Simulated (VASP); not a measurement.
Write the native input for VASP 6.6.1 that does the following.

| Item | Value |
| --- | --- |
| Task | single point |
| Functional | PBE |
| Potentials or basis | VASP PAW PBE potentials, release 64 (Fe, Cu) |
| Cutoff | 520 eV |
| k mesh | 12 × 12 × 7 |
| Occupations | fermi-dirac, width 0.03 eV |
| Spin | no spin polarisation |
| Dipole correction | no |
| k mesh for the DOS | 18 × 18 × 11 |
| Occupations for the DOS | tetrahedron |
| Further INCAR settings | ALGO = Normal; EDIFF = 1e-07 |

The system is FeCu.

```
CELL_PARAMETERS angstrom
1.43827 -1.98793 0.00000
1.43827 1.98793 0.00000
0.00000 0.00000 4.13814
ATOMIC_POSITIONS crystal
Fe 0.00000 0.00000 0.00000
Cu 0.50000 0.50000 0.50000
```

One way to write it, as run:

POSCAR

```
FeCu
1.0
    1.4382720000     -1.9879340000      0.0000000000
    1.4382720000      1.9879340000      0.0000000000
    0.0000000000      0.0000000000      4.1381350000
Fe Cu
1 1
Direct
    0.0000000000      0.0000000000      0.0000000000
    0.5000000000      0.5000000000      0.5000000000
```

INCAR.step1

```
PREC = Accurate
ENCUT = 520
EDIFF = 1E-7
ISMEAR = -1
SIGMA = 0.03
LREAL = F
LASPH = T
NELM = 80
ALGO = Normal
ISIF = 2
LWAVE = F
LCHARG = T
LMAXMIX = 4
GGA = PE
NBANDS = 16
```

KPOINTS.step1

```
regular mesh
0
Gamma
  12 12 7
```

INCAR.step2

```
PREC = Accurate
ENCUT = 520
EDIFF = 1E-7
ISMEAR = -5
SIGMA = 0.03
LREAL = F
LASPH = T
NELM = 80
ALGO = Normal
ISIF = 2
LWAVE = F
LCHARG = F
LMAXMIX = 4
GGA = PE
LORBIT = 11
NEDOS = 2001
ICHARG = 11
```

KPOINTS.step2

```
regular mesh
0
Gamma
  18 18 11
```

Potentials or basis: VASP PAW PBE potentials, release 64 (Fe, Cu).

The run is started by

```sh
$ cat potpaw_PBE.64/Fe/POTCAR potpaw_PBE.64/Cu/POTCAR > POTCAR
$ cp INCAR.step1 INCAR
$ cp KPOINTS.step1 KPOINTS
$ mpirun -np 1 vasp_std > vasp.out
$ cp INCAR.step2 INCAR
$ cp KPOINTS.step2 KPOINTS
$ mpirun -np 1 vasp_std > vasp.out
```

Results of the run:

```json
{
  "Valence electrons inside the program's atomic spheres": "Fe 7.14; Cu 10.03"
}
```

Caveat: the run has no spin polarisation, though such a crystal can be magnetic.

It took 81 s on 1 thread of AMD EPYC 9R45 96-Core Processor (Zen 5), with other jobs on the host, peak memory 0.28 GiB.
